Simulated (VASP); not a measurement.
# LiH (Fm-3m) in VASP: G0W0 quasiparticle levels with PBE

Aim: the G0W0 quasiparticle levels of LiH with PBE.

Everything below comes from runs of VASP 6.6.1. Logs are shortened: lines on timing, memory, paths and dates and some standing lists are left out, and cuts for length are marked.

### 1 The cell of the first run

The structure is cubic, space group Fm-3m (No. 225). Conventional cell: a = 4.006 Å, b = 4.006 Å, c = 4.006 Å, α = 90.00°, β = 90.00°, γ = 90.00°. Li (site symmetry m-3m) has 6 H at 2.00 Å within 2.7 Å. H (site symmetry m-3m) has 6 Li at 2.00 Å within 2.7 Å.

### 2 G0W0 quasiparticle levels, PBE

POSCAR reads:

```
LiH
1.0
    0.0000000000      2.0029948929      2.0029948929
    2.0029948929      0.0000000000      2.0029948929
    2.0029948929      2.0029948929      0.0000000000
Li H
1 1
Direct
    0.0000000000      0.0000000000      0.0000000000
    0.5000000000      0.5000000000      0.5000000000
```

INCAR.step1 reads:

```
SYSTEM = LiH
PREC = Accurate
ENCUT = 500
EDIFF = 1E-8
ISMEAR = 0
SIGMA = 0.01
LREAL = .False.
LASPH = .True.
NELM = 100
ALGO = Normal
LWAVE = .True.
LCHARG = .False.
GGA = PE
```

INCAR.step2 reads:

```
SYSTEM = LiH
PREC = Accurate
ENCUT = 500
EDIFF = 1E-8
ISMEAR = 0
SIGMA = 0.01
LREAL = .False.
LASPH = .True.
NELM = 1
ALGO = Exact
LWAVE = .True.
LCHARG = .False.
GGA = PE
NBANDS = 61
LOPTICS = .True.
ISTART = 1
```

INCAR.step3 reads:

```
SYSTEM = LiH
PREC = Accurate
ENCUT = 500
EDIFF = 1E-8
ISMEAR = 0
SIGMA = 0.01
LREAL = .False.
LASPH = .True.
ALGO = EVGW0
LWAVE = .False.
LCHARG = .False.
GGA = PE
NELMGW = 1
NBANDS = 61
ENCUTGW = 140.0
NOMEGA = 96
PRECFOCK = Fast
ISTART = 1
NBANDSGW = 9
OMEGAMAX = 30
```

KPOINTS reads:

```
Automatic mesh
0
Gamma
  6 6 6
  0 0 0
```

Potentials or basis: VASP PAW PBE potentials, release 64 (Li_GW, H_GW).

The run is started by

```
$ cat potpaw_PBE.64/Li_GW/POTCAR potpaw_PBE.64/H_GW/POTCAR > POTCAR
$ cp INCAR.step1 INCAR
$ mpirun -np 1 vasp_std > vasp.out
$ cp INCAR.step2 INCAR
$ mpirun -np 1 vasp_std > vasp.out
$ cp INCAR.step3 INCAR
$ mpirun -np 1 vasp_std > vasp.out
```

OUTCAR:

```text
SYSTEM = LiH
   PREC = Accurate
   ENCUT = 500
   EDIFF = 1E-8
   ISMEAR = 0
   LREAL = .False.
   LASPH = .True.
   GGA = PE
   NELMGW = 1
   ENCUTGW = 140.0
   PRECFOCK = Fast
   ISTART = 1

 ion  position               nearest neighbor table
   1  0.000  0.000  0.000-   2 2.00   2 2.00   2 2.00   2 2.00   2 2.00   2 2.00
   2  0.500  0.500  0.500-   1 2.00   1 2.00   1 2.00   1 2.00   1 2.00   1 2.00

  LATTYP: Found a face centered cubic cell.
 ALAT       =     4.0059897858

  Lattice vectors:

 A1 = (   0.0000000000,   2.0029948929,   2.0029948929)
 A2 = (   2.0029948929,   0.0000000000,   2.0029948929)
 A3 = (   2.0029948929,   2.0029948929,   0.0000000000)

Analysis of symmetry for initial positions (statically):
=====================================================================
 Subroutine PRICEL returns:
 Original cell was already a primitive cell.

 Routine SETGRP: Setting up the symmetry group for a
 face centered cubic supercell.

 Subroutine GETGRP returns: Found 48 space group operations
 (whereof 48 operations were pure point group operations)
 out of a pool of 48 trial point group operations.

The static configuration has the point symmetry O_h .

Analysis of symmetry for dynamics (positions and initial velocities):
=====================================================================
 Subroutine PRICEL returns:
 Original cell was already a primitive cell.

 Routine SETGRP: Setting up the symmetry group for a
 face centered cubic supercell.

 Subroutine GETGRP returns: Found 48 space group operations
 (whereof 48 operations were pure point group operations)
 out of a pool of 48 trial point group operations.

The dynamic configuration has the point symmetry O_h .

 Subroutine INISYM returns: Found 48 space group operations
 (whereof 48 operations are pure point group operations),
 and found     1 'primitive' translations

----------------------------------------------------------------------------------------

                                     Primitive cell

  volume of cell :      16.0720

  direct lattice vectors                    reciprocal lattice vectors
     0.000000000  2.002994893  2.002994893    -0.249626198  0.249626198  0.249626198
     2.002994893  0.000000000  2.002994893     0.249626198 -0.249626198  0.249626198
     2.002994893  2.002994893  0.000000000     0.249626198  0.249626198 -0.249626198

  length of vectors
     2.832662543  2.832662543  2.832662543     0.432365258  0.432365258  0.432365258

  position of ions in fractional coordinates (direct lattice)
     0.000000000  0.000000000  0.000000000
     0.500000000  0.500000000  0.500000000

  ion indices of the primitive-cell ions
   primitive index   ion index
                 1           1
                 2           2

----------------------------------------------------------------------------------------

 KPOINTS: Automatic mesh

Automatic generation of k-mesh.
 Grid dimensions read from file:
 generate k-points for:    6    6    6

 Generating k-lattice:

  Cartesian coordinates                     Fractional coordinates (reciprocal lattice)
    -0.041604366  0.041604366  0.041604366     0.166666667  0.000000000  0.000000000
     0.041604366 -0.041604366  0.041604366     0.000000000  0.166666667  0.000000000
     0.041604366  0.041604366 -0.041604366     0.000000000  0.000000000  0.166666667

  Length of vectors
     0.072060876  0.072060876  0.072060876

  Shift w.r.t. Gamma in fractional coordinates (k-lattice)
     0.000000000  0.000000000  0.000000000

 Subroutine IBZKPT returns following result:
 ===========================================

 Found     16 irreducible k-points:

 Following reciprocal coordinates:
            Coordinates               Weight
  0.000000  0.000000  0.000000      1.000000
  0.166667  0.000000  0.000000      8.000000
  0.333333  0.000000  0.000000      8.000000
  0.500000  0.000000  0.000000      4.000000
  0.166667  0.166667  0.000000      6.000000
  0.333333  0.166667  0.000000     24.000000
[... 8 lines left out ...]
 -0.333333  0.333333  0.166667     24.000000
 -0.333333  0.500000  0.166667     12.000000
   k-points           NKPTS =     16   k-points in BZ     NKDIM =    216   number of bands    NBANDS=     61
   number of dos      NEDOS =    301   number of ions     NIONS =      2
   total plane-waves  NPLWV =  13824
   dimension x,y,z NGX =    24 NGY =   24 NGZ =   24
   dimension x,y,z NGXF=    48 NGYF=   48 NGZF=   48
   ions per type =               1   1
   NGX,Y,Z   is equivalent  to a cutoff of  14.09, 14.09, 14.09 a.u.
   NGXF,Y,Z  is equivalent  to a cutoff of  28.17, 28.17, 28.17 a.u.
 SYSTEM =  LiH
   PREC   = accura    normal or accurate (medium, high low for compatibility)
   ISTART =      1    job   : 0-new  1-cont  2-samecut
   ICHARG =      0    charge: 1-file 2-atom 10-const
   ISPIN  =      1    spin polarized calculation?
   LNONCOLLINEAR =      F non collinear calculations
   LSORBIT =      F    spin-orbit coupling
   LASPH  =      T    aspherical Exc in radial PAW
   ENCUT  =  500.0 eV  36.75 Ry    6.06 a.u.   5.16  5.16  5.16*2*pi/ulx,y,z
   NELM   =     60;   NELMIN=  2; NELMDL=  0     # of ELM steps
   EDIFF  = 0.1E-07   stopping-criterion for ELM
   LREAL  =      F    real-space projection
   EDIFFG = 0.1E-06   stopping-criterion for IOM
   NSW    =      0    number of steps for IOM
   IBRION =     -1    ionic relax: 0-MD 1-quasi-New 2-CG
   NFREE  =      0    steps in history (QN), initial steepest desc. (CG)
   ISIF   =      0    stress and relaxation
   ISYM   =      3    0-nonsym 1-usesym 2-fastsym
   POTIM  = 0.5000    time-step for ionic-motion
   TEBEG  =    0.0;   TEEND  =   0.0 temperature during run
   PSTRESS=    0.0 pullay stress
   NELECT =       2.0000    total number of electrons
   NUPDOWN=      -1.0000    fix difference up-down
   EMIN   =  10.00;   EMAX   =-10.00  energy-range for DOS
   EFERMI =   0.00;   METHOD = LEGACY
   ISMEAR =     0;   SIGMA  =   0.01  broadening in eV -4-tet -1-fermi 0-gaus
   EFERMI_NEDOS =   21; number of points for ismear=-14 and -15
   IALGO  =     38    algorithm
   IMIX   =      4    mixing-type and parameters
     AMIX     =   0.40;   BMIX     =  1.00
     AMIX_MAG =   1.60;   BMIX_MAG =  1.00
  volume/ion in A,a.u.               =       8.04        54.23
  Fermi-wavevector in a.u.,A,eV,Ry     =   0.817325  1.544521  9.088975  0.668021
  Thomas-Fermi vector in A             =   1.927753
   LORBIT       =      0    0 simple, 1 ext, 2 COOP (PROOUT), +10 PAW based schemes
   GGA     = PE    functional components
   LHFCALC =     T    Hartree Fock is set to
   PRECFOCK=fast      Normal, Fast or Accurate (Low or Medium for compatibility)
   ENCUT4O =  -1.0   cutoff for four orbital integrals eV
   NKREDX  =     1    reduce k-point grid by
   NKREDY  =     1    reduce k-point grid by
   NKREDZ  =     1    reduce k-point grid by
   AEXX    =    1.0000 exact exchange contribution
   HFSCREEN=    0.0000 screening length (either q_TF or 0.3 A-1)
   HFSCREENC=   0.0000 screening length for correlation (either q_TF or 0.3 A-1)
   ENCUTFOCK=  -1.0 apply spherical cutoff to Coloumb kernel
   IVDW    =     0    specifies the selected vdW correction
   LEPSILON=     F    determine dielectric tensor
   LRPA    =     F    only Hartree local field effects (RPA)
   LRPAFORCE           =     F    calculate RPA forces
   ENCUTGW             = 140.0    cutoff for response function in eV
   ENCUTGWSOFT         = 112.0    soft cutoff for Coulomb kernel in GW response function in eV
   ENCUTLF             =  -1.0    cutoff for local field effects
   NELMGW              =     1    number of iterations in solving QP/BSE equation
   NELMHF              =     1    number of iterations in the inner HF iteration
   NKREDLFX            =     1    NKREDLFY  =   1   NKREDLFZ  =   1
 non-spin polarized calculation
 Gauss-broadening in eV      SIGMA  =   0.01
  energy-cutoff  :      500.00
  volume of cell :       16.07
 maximum number of plane-waves:       419
 NGX is ok and might be reduce to    24
  NGX = 12; NGY = 12; NGZ = 12
   NGX = 11   NGY = 11   NGZ = 11
 maximum number of plane-waves:        70

 QP shifts <psi_nk| G(iteration)W_0 |psi_nk>: iteration 1
 for sc-GW calculations column KS-energies equals QP-energies in previous step
 and V_xc(KS)=  KS-energies - (<T + V_ion + V_H > + <T+V_H+V_ion>^1  + <V_x>^1)

 k-point   1 :       0.0000    0.0000    0.0000
  band No.  KS-energies  QP-energies   sigma(KS)   V_xc(KS)     V^pw_x(r,r')   Z            occupation Imag(sigma)

      1      -8.1227      -9.6116     -11.5575      -9.3464     -15.1925       0.6734       2.0000       0.2783
      2      13.4616      14.1069     -10.3609     -11.2950      -4.1575       0.6909       0.0000      -0.9991
      3      15.2650      16.3193      -6.5489      -7.9603      -1.3782       0.7470       0.0000      -0.6064
      4      15.2650      16.3193      -6.5489      -7.9603      -1.3782       0.7470       0.0000      -0.6064
      5      15.2650      16.3193      -6.5489      -7.9603      -1.3782       0.7470       0.0000      -0.6064
      6      19.9911      20.5337      -6.7028      -7.2613      -1.1017       0.9715       0.0000      -2.2145
      7      19.9911      20.5337      -6.7028      -7.2613      -1.1017       0.9715       0.0000      -2.2145
      8      19.9911      20.5337      -6.7028      -7.2613      -1.1017       0.9715       0.0000      -2.2145
      9      21.6376      22.3077      -5.9682      -6.7656      -0.8191       0.8404       0.0000      -1.8657

 k-point   2 :       0.1667    0.0000    0.0000
  band No.  KS-energies  QP-energies   sigma(KS)   V_xc(KS)     V^pw_x(r,r')   Z            occupation Imag(sigma)

      1      -7.6304      -9.0908     -11.5693      -9.4062     -14.9707       0.6751       2.0000       0.2372
      2       9.8594      10.5278      -7.8974      -8.8072      -2.8688       0.7348       0.0000      -0.4280
      3      13.4107      14.0790      -8.7329      -9.6575      -2.9202       0.7227       0.0000      -0.9221
      4      14.4385      15.3548      -6.5629      -7.7875      -1.3698       0.7482       0.0000      -0.6484
      5      14.4385      15.3548      -6.5629      -7.7875      -1.3698       0.7482       0.0000      -0.6484
      6      19.9232      20.6958      -6.3167      -7.2566      -0.9259       0.8221       0.0000      -1.6116
      7      21.2446      22.2853      -6.5125      -7.6747      -1.1434       0.8953       0.0000      -1.9592
      8      21.2446      22.2853      -6.5125      -7.6747      -1.1434       0.8953       0.0000      -1.9592
      9      22.9311      24.1612      -6.7113      -8.0466      -1.4794       0.9213       0.0000      -2.2583

 k-point   3 :       0.3333    0.0000    0.0000
  band No.  KS-energies  QP-energies   sigma(KS)   V_xc(KS)     V^pw_x(r,r')   Z            occupation Imag(sigma)

      1      -6.3114      -7.7337     -11.6738      -9.6558     -14.4834       0.7049       2.0000       0.1665
      2       4.6615       5.2731      -7.1438      -7.9527      -3.0531       0.7561       0.0000      -0.1454
      3      11.7045      12.3279      -8.9413      -9.8132      -3.2853       0.7150       0.0000      -0.7260
      4      13.8128      14.6569      -6.4491      -7.5831      -1.2280       0.7444       0.0000      -0.6652
      5      13.8128      14.6569      -6.4491      -7.5831      -1.2280       0.7444       0.0000      -0.6652
      6      17.9702      18.7511      -7.2635      -8.2079      -1.7894       0.8269       0.0000      -1.5787
      7      17.9702      18.7511      -7.2635      -8.2079      -1.7894       0.8269       0.0000      -1.5787
      8      22.4635      23.3419      -6.2186      -7.2569      -0.8065       0.8461       0.0000      -1.8044
      9      27.6619      29.1294      -6.0725      -7.7079      -1.0242       0.8973       0.0000      -2.3033
[... 147 lines left out ...]
      1      -3.7510      -5.0681     -12.3292     -10.5544     -14.1854       0.7422       2.0000       0.0894
      2       2.5181       3.1522      -6.6351      -7.4525      -2.9063       0.7756       0.0000      -0.1127
      3       4.4315       5.1008      -7.2303      -8.1125      -3.1847       0.7587       0.0000      -0.1457
      4       9.8298      10.4507      -6.8600      -7.6980      -1.9754       0.7409       0.0000      -0.3913
      5      14.3133      15.1702      -7.1898      -8.3587      -1.6959       0.7331       0.0000      -0.7690
      6      21.2804      22.1281      -6.6418      -7.6177      -1.2313       0.8687       0.0000      -1.9900
      7      23.0512      24.0321      -6.4249      -7.5690      -1.0099       0.8574       0.0000      -2.0184
      8      24.9759      26.5153      -6.4199      -8.1397      -1.1781       0.8950       0.0000      -2.0414
      9      28.1165      30.1001      -6.8290      -9.0141      -1.6209       0.9077       0.0000      -2.5118

 k-point  16 :      -0.3333    0.5000    0.1667
  band No.  KS-energies  QP-energies   sigma(KS)   V_xc(KS)     V^pw_x(r,r')   Z            occupation Imag(sigma)

      1      -2.8279      -4.1507     -12.9469     -11.1913     -14.5775       0.7535       2.0000       0.0755
      2       1.3446       1.9884      -6.5958      -7.4174      -3.0939       0.7835       0.0000      -0.1009
      3       4.3689       5.0656      -6.5484      -7.4602      -2.4816       0.7642       0.0000      -0.1396
      4       8.9006       9.5571      -6.8469      -7.7334      -2.1470       0.7405       0.0000      -0.2988
      5      14.8843      15.6808      -7.3679      -8.4550      -1.7575       0.7327       0.0000      -0.8150
      6      17.2159      17.7165      -6.6623      -7.2946      -1.1716       0.7918       0.0000      -1.5216
      7      26.3530      27.6433      -5.9150      -7.3493      -0.8126       0.8997       0.0000      -2.1765
      8      26.5846      28.3207      -6.6423      -8.5734      -1.4332       0.8990       0.0000      -2.3161
      9      33.1061      35.6877      -5.9386      -8.9966      -1.1306       0.8442       0.0000      -2.1608
```

Run time: 44 s. Hardware: 1 thread of Intel Xeon 6975P-C (Granite Rapids), shared host; peak memory 0.27 GiB.

Results:

```
Quasiparticle gap                                   : 4.91 eV
Least direct quasiparticle gap                      : 4.91 eV
Band gap of the starting levels on the mesh         : 2.98 eV
Least direct gap of the starting levels on the mesh : 2.98 eV
```

Caveat: the k points lie up to 0.45 Å⁻¹ apart; bands, screening cutoff and mesh are small and nothing is extrapolated, so the quasiparticle values aren't converged.
